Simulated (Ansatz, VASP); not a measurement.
**Two plane-wave programs on PbSe**

File POSCAR:

```
PbSe
1.0
    0.0000000000      2.9651541308      2.9651541308
    2.9651541308      0.0000000000      2.9651541308
    2.9651541308      2.9651541308      0.0000000000
Pb Se
1 1
Direct
    0.0000000000      0.0000000000      0.0000000000
    0.5000000000      0.5000000000      0.5000000000
```

INCAR.step1

```
ALGO = Normal
EDIFF = 1E-5
ENCUT = 520
GGA = PE
ISIF = 2
ISMEAR = -1
LASPH = True
LREAL = False
LWAVE = True
NBANDS = 17
NELM = 60
PREC = Accurate
SIGMA = 0.02
```

INCAR.step2

```
ALGO = Normal
EDIFF = 1E-7
ENCUT = 520
GGA = PE
HFSCREEN = 0.2079
ISIF = 2
ISMEAR = -1
ISTART = 1
LASPH = True
LCHARG = True
LELF = True
LHFCALC = True
LREAL = False
LVHAR = True
LWAVE = False
NBANDS = 17
NELM = 60
PREC = Accurate
PRECFOCK = Normal
SIGMA = 0.02
```

File KPOINTS:

```
k-points
0
Gamma
  6 6 6
```

Input for Ansatz:

```yaml
crystal:
  lattice:
    - [0.0, 2.9651541308, 2.9651541308]
    - [2.9651541308, 0.0, 2.9651541308]
    - [2.9651541308, 2.9651541308, 0.0]
  atoms:
    - { symbol: Pb, position: [0.0, 0.0, 0.0] }
    - { symbol: Se, position: [0.5, 0.5, 0.5] }
kpoints:
  mp_grid: { grid: [6, 6, 6] }
  band_path:
    path:
      - [0.0, 0.0, 0.0]
      - [0.5, 0.0, 0.5]
      - [0.625, 0.25, 0.625]
      - [0.375, 0.375, 0.75]
      - [0.5, 0.5, 0.5]
      - [0.5, 0.25, 0.75]
      - [-0.019531, -0.012695, 0.489583]
    npoints: 1
hamiltonian:
  xc: hse06
scf:
  occupations: { method: fermi_dirac, width: 0.02 }
  n_extra_bands: 4
output:
  forces: true
  stress: true
  eigenvalues: true
```

Change from the starting cell: hydrostatic strain -4.0%.

Alike in both runs: task single point; functional HSE06; k mesh 6 × 6 × 6; occupations fermi-dirac, width 0.02 eV; no spin polarisation.

```csv
,VASP,Ansatz
version,VASP 6.6.1,Ansatz 0.2.0
potentials or method,"VASP PAW PBE potentials, release 64 (Pb_d, Se)","plane waves, PAW"
plane-wave cutoff (eV),520,420
valence electrons in the cell,20,30
```

Ansatz gave:

```
pressure (GPa) : 7.8
```

Q: Estimate VASP's values.

A: Pressure (GPa): 7.7.

VASP's potentials hold 20 valence electrons a cell and Ansatz's 30, so a difference there can come from the potentials and not from the codes. Ansatz's warnings: stress exchange threshold loose, stress scf threshold loose.

Spin-orbit coupling is off throughout.
